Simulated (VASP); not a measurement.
Input of a VASP 6.6.1 run:

The input POSCAR:

```
Al3Ni2
1.0
    4.0463944509      0.0000000000      0.0000000000
   -2.0231972254      3.5042803882      0.0000000000
    0.0000000000      0.0000000000      4.9096640877
Al Ni
3 2
Direct
    0.0000000000      0.0000000000      0.0000000000
    0.3333333333      0.6666666667      0.6484376367
    0.6666666667      0.3333333333      0.3515623633
    0.3333333333      0.6666666667      0.1462123368
    0.6666666667      0.3333333333      0.8537876632
```

INCAR.step1

```
SYSTEM = Al3Ni2
PREC     = Accurate       ! precision mode
ENCUT    = 660            ! plane-wave cutoff, eV
ISMEAR   = 0              ! smearing method
SIGMA    = 0.1            ! smearing width, eV
LREAL    = .False.        ! projectors in reciprocal space
LASPH    = .True.         ! aspherical terms in the spheres
NELM     = 120            ! most SCF steps
GGA      = PE             ! functional
ALGO     = Normal         ! electronic algorithm
EDIFF    = 1E-5           ! SCF threshold, eV
LWAVE    = .True.         ! write WAVECAR
LCHARG   = .False.        ! write CHGCAR
GGA_COMPAT= .False.      
IBRION   = 2              ! ionic algorithm
ISIF     = 3              ! what is computed and relaxed
EDIFFG   = -0.005         ! ionic threshold
NELMIN   = 4            
NSW      = 100            ! ionic steps
KPAR     = 4
```

The input INCAR.step2:

```
SYSTEM = Al3Ni2
PREC     = Accurate       ! precision mode
ENCUT    = 660            ! plane-wave cutoff, eV
EDIFF    = 1E-7           ! SCF threshold, eV
ISMEAR   = 0              ! smearing method
SIGMA    = 0.1            ! smearing width, eV
LREAL    = .False.        ! projectors in reciprocal space
LASPH    = .True.         ! aspherical terms in the spheres
NELM     = 120            ! most SCF steps
ALGO     = Normal         ! electronic algorithm
ISIF     = 4              ! what is computed and relaxed
LWAVE    = .False.        ! write WAVECAR
LCHARG   = .False.        ! write CHGCAR
METAGGA  = R2SCAN         ! meta-GGA
LMIXTAU  = .True.       
IBRION   = 2              ! ionic algorithm
NSW      = 50             ! ionic steps
EDIFFG   = -0.01          ! ionic threshold
ISTART   = 1            
GGA_COMPAT= .False.      
NELMIN   = 4            
KPAR     = 4
```

Contents of KPOINTS:

```
Automatic mesh
0
Gamma
  12 12 8
  0 0 0
```

Potentials or basis: VASP PAW PBE potentials, release 64 (Al, Ni).

Launch:

```console
$ cat potpaw_PBE.64/Al/POTCAR potpaw_PBE.64/Ni/POTCAR > POTCAR
$ cp INCAR.step1 INCAR
$ mpirun -np 4 vasp_std > vasp.out
$ cp INCAR.step2 INCAR
$ mpirun -np 4 vasp_std > vasp.out
```

(1) What does it give for the band gap on the k mesh?

Results:

(1) zero (an odd number of electrons rules out a gap without spin polarisation).
